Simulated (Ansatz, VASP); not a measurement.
# Two plane-wave programs on Sc

INCAR

```
ALGO     = Normal         # electronic algorithm
EDIFF    = 1E-8           # SCF threshold, eV
ENCUT    = 520            # plane-wave cutoff, eV
GGA      = PE             # functional
ISIF     = 2              # what is computed and relaxed
ISMEAR   = -1             # smearing method
LASPH    = True           # aspherical terms in the spheres
LCHARG   = False          # write CHGCAR
LEFG     = True         
LREAL    = False          # projectors in reciprocal space
LWAVE    = False          # write WAVECAR
NBANDS   = 12             # bands
NELM     = 60             # most SCF steps
PREC     = Accurate       # precision mode
SIGMA    = 0.03           # smearing width, eV
```

The input KPOINTS:

```
k-points
0
Gamma
  12 12 12
```

The input POSCAR:

```
Sc
1.0
    0.0000000000      2.2705000000      2.2705000000
    2.2705000000      0.0000000000      2.2705000000
    2.2705000000      2.2705000000      0.0000000000
Sc
1
Direct
    0.0000000000      0.0000000000      0.0000000000
```

Input for Ansatz:

```yaml
crystal:
  lattice:
    - [0.0, 2.2705, 2.2705]
    - [2.2705, 0.0, 2.2705]
    - [2.2705, 2.2705, 0.0]
  atoms:
    - { symbol: Sc, position: [0.0, 0.0, 0.0] }
kpoints:
  mp_grid: { grid: [12, 12, 12] }
  band_path:
    path:
      - [0.0, 0.0, 0.0]
      - [0.5, 0.0, 0.5]
      - [0.625, 0.25, 0.625]
      - [0.375, 0.375, 0.75]
      - [0.0, 0.0, 0.0]
      - [0.5, 0.5, 0.5]
      - [0.5, 0.25, 0.75]
      - [0.5, 0.0, 0.5]
    npoints: 14
scf:
  occupations: { method: fermi_dirac, width: 0.03 }
hamiltonian:
  xc: pbe
  pseudopotentials: { kind: paw }
output:
  forces: true
  stress: true
  eigenvalues: true
  efg: { contact_densities: true }
  populations: true
  bader: true
  dos: { projected: true, de: 0.2, e_range: [-14, 8] }
  write_density: true
  write_potential: true
  elf: true
  volumetric_format: npy
```

Alike in both runs: task electric field gradients; functional PBE; k mesh 12 × 12 × 12; occupations fermi-dirac, width 0.03 eV; no spin polarisation.

|  | VASP | Ansatz |
| --- | --- | --- |
| version | VASP 6.6.1 | Ansatz 0.2.0 |
| potentials or method | VASP PAW PBE potentials, release 64 (Sc_sv) | PAW with Ansatz's default frozen-core files, scalar-relativistic |
| plane-wave cutoff (eV) | 520 | 420 |
| valence electrons in the cell | 11 | 11 |

|  | VASP | Ansatz | Ansatz less VASP |
| --- | --- | --- | --- |
| pressure (GPa) | 3.0 | 2.9 | -0.03 |

The functional is the same, so the differences come from potentials, cutoffs and numerics.
